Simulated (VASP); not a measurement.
A run of VASP 6.6.1 is set up as follows.

The input POSCAR:

```
Zn
1.0
    0.0000000000      1.9647760000      1.9647760000
    1.9647760000      0.0000000000      1.9647760000
    1.9647760000      1.9647760000      0.0000000000
Zn
1
Direct
    0.0000000000      0.0000000000      0.0000000000
```

The input INCAR.step1:

```
PREC = Accurate
ENCUT = 500
EDIFF = 1E-5
ISMEAR = -1
SIGMA = 0.05
LREAL = F
LASPH = T
NELM = 120
ALGO = Normal
LWAVE = T
LCHARG = F
GGA = PE
NBANDS = 12
GGA_COMPAT = F
IBRION = 2
ISIF = 3
EDIFFG = -0.005
NELMIN = 4
NSW = 100
```

The input INCAR.step2:

```
PREC = Accurate
ENCUT = 500
EDIFF = 1E-7
ISMEAR = -1
SIGMA = 0.05
LREAL = F
LASPH = T
NELM = 120
ALGO = Normal
ISIF = 3
LWAVE = F
LCHARG = F
GGA = PS
LHFCALC = T
AEXX = 0.25
PRECFOCK = Normal
IBRION = 2
NSW = 60
EDIFFG = -0.01
ISTART = 1
GGA_COMPAT = F
NELMIN = 4
```

The input KPOINTS:

```
Automatic mesh
0
Gamma
  6 6 6
```

Potentials or basis: VASP PAW PBE potentials, release 64 (Zn).

Launch:

```console
$ cat potpaw_PBE.64/Zn/POTCAR > POTCAR
$ cp INCAR.step1 INCAR
$ mpirun -np 1 vasp_std > vasp.out
$ cp INCAR.step2 INCAR
$ mpirun -np 1 vasp_std > vasp.out
```

**Question.** Predict the band gap on the k mesh.

**Answer.** Zero (band 6 reaches 4.10 eV, above the bottom of band 7 at 1.61 eV).

**Question.** What does it give for the space group after relaxing (to 0.05 Å)?

**Answer.** Fm-3m (No. 225).

**Question.** What does it give for the relaxed cell?

**Answer.** a = 2.728 Å, b = 2.728 Å, c = 2.728 Å, α = 60.00°, β = 60.00°, γ = 60.00°.

Final structure:
```
Zn
1.0
     0.00000    1.92912    1.92912
     1.92912    0.00000    1.92912
     1.92912    1.92912    0.00000
Zn
1
Direct
  0.00000 0.00000 0.00000
```

Caveat: the k points lie up to 0.47 Å⁻¹ apart in the final cell.
